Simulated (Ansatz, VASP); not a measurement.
One calculation of CdSe, two programs

File INCAR:

```
PREC = Accurate
ENCUT = 520
EDIFF = 1E-6
ISMEAR = 0
SIGMA = 0.05
LREAL = F
LASPH = T
NELM = 60
ALGO = Normal
ISIF = 2
LWAVE = F
LCHARG = F
GGA = PE
NBANDS = 16
```

File KPOINTS:

```
regular mesh
0
Gamma
  10 10 10
```

Contents of POSCAR:

```
CdSe
1.0
    0.0614054240      3.0164493445      3.0164493445
    3.0164493445      0.0614054240      3.0164493445
    3.0164493445      3.0164493445      0.0614054240
Cd Se
1 1
Direct
    0.0056413610      0.0056413610      0.0056413610
    0.7443586390      0.7443586390      0.7443586390
```

Input for Ansatz:

```yaml
crystal:
  lattice:
    - [0.061405424, 3.0164493445, 3.0164493445]
    - [3.0164493445, 0.061405424, 3.0164493445]
    - [3.0164493445, 3.0164493445, 0.061405424]
  atoms:
    - { symbol: Cd, position: [0.005641361, 0.005641361, 0.005641361] }
    - { symbol: Se, position: [0.744358639, 0.744358639, 0.744358639] }
basis:
  ecutwfc: 420
kpoints:
  mp_grid: { grid: [10, 10, 10] }
hamiltonian:
  xc: pbe
scf:
  occupations: { method: gaussian, width: 0.05 }
output:
  forces: true
  stress: true
  eigenvalues: true
```

Alike in both runs: task single point; functional PBE; k mesh 10 × 10 × 10; occupations gaussian, width 0.05 eV; no spin polarisation.

|  | VASP | Ansatz |
| --- | --- | --- |
| version | VASP 6.6.1 | Ansatz 0.2.0 |
| potentials or method | VASP PAW PBE potentials, release 64 (Cd, Se), cutoff 520 eV | scalar-relativistic, plane waves, PAW |
| valence electrons in the cell | 18 | 36 |

Ansatz gave:

| Property | Result |
| --- | --- |
| gap on the k mesh at the Fermi level (eV) | 0.76 |
| least direct gap on the mesh (eV) | 0.76 |
| pressure (GPa) | 7.3 |
| traceless stress, the component that is largest in VASP (GPa) | -2.54 |
| rms of the force components (eV/Å) | 0.435 |

Task: What did VASP give for the same quantities?

Result: gap on the k mesh at the Fermi level (eV): 0.77; least direct gap on the mesh (eV): 0.77; pressure (GPa): 7.7; traceless stress, the component that is largest in VASP (GPa): -2.62; rms of the force components (eV/Å): 0.450.

Atom by atom the forces differ by 0.014 eV/Å (rms over components). VASP's potentials hold 18 valence electrons a cell and Ansatz's 36, so a difference there can come from the potentials and not from the codes.
